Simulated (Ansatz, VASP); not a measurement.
## Ga2O3: VASP beside Ansatz

```xyz
10
Lattice="6.1273 -1.5194 0.0026 6.1273 1.5194 0.0026 -1.3883 0.0000 5.6395" Properties=species:S:1:pos:R:3 pbc="T T T"
Ga    0.0058    0.0000    4.4827
Ga   10.8606    0.0000    1.1619
Ga    7.6357    0.0000    1.7767
Ga    3.2307    0.0000    3.8678
O     1.8605    0.0000    0.6162
O     9.0059    0.0000    5.0283
O     1.3418    0.0000    3.1789
O     9.5246    0.0000    2.4657
O     5.7257    0.0000    1.4476
O     5.1407    0.0000    4.1970
```

Alike in both runs: functional r2SCAN; k mesh 8 × 8 × 4; occupations gaussian, width 0.02 eV; no spin polarisation.

Ansatz relaxed the structure, and its values are those at the end. VASP's run is a single point on that final structure, the one shown.

```csv
,VASP,Ansatz
version,VASP 6.6.1,Ansatz 0.2.0
potentials or method,"VASP PAW PBE potentials, release 64 (Ga_d, O), cutoff 520 eV","scalar-relativistic, plane waves, PAW"
valence electrons in the cell,88,88
```

|  | VASP | Ansatz | Ansatz less VASP |
| --- | --- | --- | --- |
| gap on the k mesh at the Fermi level (eV) | 3.02 | 3.04 | +0.029 |
| least direct gap on the mesh (eV) | 3.04 | 3.07 | +0.027 |
| pressure (GPa) | 1.9 | 0.0 | -1.87 |
| rms of the force components (eV/Å) | 0.038 | 0.000 | -0.0381 |

VASP's potentials were made for PBE, not for r2SCAN.
